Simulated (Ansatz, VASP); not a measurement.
One calculation of Sb, two programs

INCAR

```
SYSTEM = Sb
ALGO     = Normal         ! electronic algorithm
EDIFF    = 1E-6           ! SCF threshold, eV
ENCUT    = 520            ! plane-wave cutoff, eV
GGA      = PE             ! functional
ISIF     = 2              ! what is computed and relaxed
ISMEAR   = 0              ! smearing method
LASPH    = .TRUE.         ! aspherical terms in the spheres
LCHARG   = .TRUE.         ! write CHGCAR
LELF     = .TRUE.         ! ELF
LREAL    = .FALSE.        ! projectors in reciprocal space
LVHAR    = .TRUE.       
LWAVE    = .FALSE.        ! write WAVECAR
NBANDS   = 12             ! bands
NELM     = 60             ! most SCF steps
PREC     = Accurate       ! precision mode
SIGMA    = 0.017          ! smearing width, eV
```

KPOINTS

```
k-points
0
G
  8 8 8
  0 0 0
```

Contents of POSCAR:

```
Sb
1.0
    2.1542000000      1.2437279499      3.7580000000
   -2.1542000000      1.2437279499      3.7580000000
    0.0000000000     -2.4874558998      3.7580000000
Sb
2
Direct
    0.7665100000      0.7665100000      0.7665100000
    0.2334900000      0.2334900000      0.2334900000
```

The input input.yaml:

```yaml
crystal:
  lattice:
    - [2.1542, 1.2437279499, 3.758]
    - [-2.1542, 1.2437279499, 3.758]
    - [0.0, -2.4874558998, 3.758]
  atoms:
    - { symbol: Sb, position: [0.76651, 0.76651, 0.76651] }
    - { symbol: Sb, position: [0.23349, 0.23349, 0.23349] }
kpoints:
  mp_grid: { grid: [8, 8, 8] }
scf:
  occupations: { method: gaussian, width: 0.017 }
hamiltonian:
  xc: pbe
  pseudopotentials: { kind: all_electron, lapw: { basis_error: 0.001 } }
output:
  forces: true
  stress: true
  eigenvalues: true
```

Alike in both runs: task single point; functional PBE; k mesh 8 × 8 × 8; occupations gaussian, width 0.017 eV; no spin polarisation.

|  | VASP | Ansatz |
| --- | --- | --- |
| version | VASP 6.6.1 | Ansatz 0.2.0 |
| potentials or method | VASP PAW PBE potentials, release 64 (Sb), cutoff 520 eV | all-electron LAPW, scalar-relativistic |

```tsv
	VASP	Ansatz	Ansatz less VASP
gap on the k mesh at the Fermi level (eV)	none	none	-
pressure (GPa)	2.8	2.7	-0.07
traceless stress, the component that is largest in VASP (GPa)	-0.50	-0.47	+0.024
rms of the force components (eV/Å)	0.107	0.081	-0.0253
```

Atom by atom the forces differ by 0.025 eV/Å (rms over components). A gap of «none» marks a metal or a gap that the smearing closes. Ansatz ran all-electron here, and VASP with PAW potentials.

Neither program's run includes spin-orbit coupling.
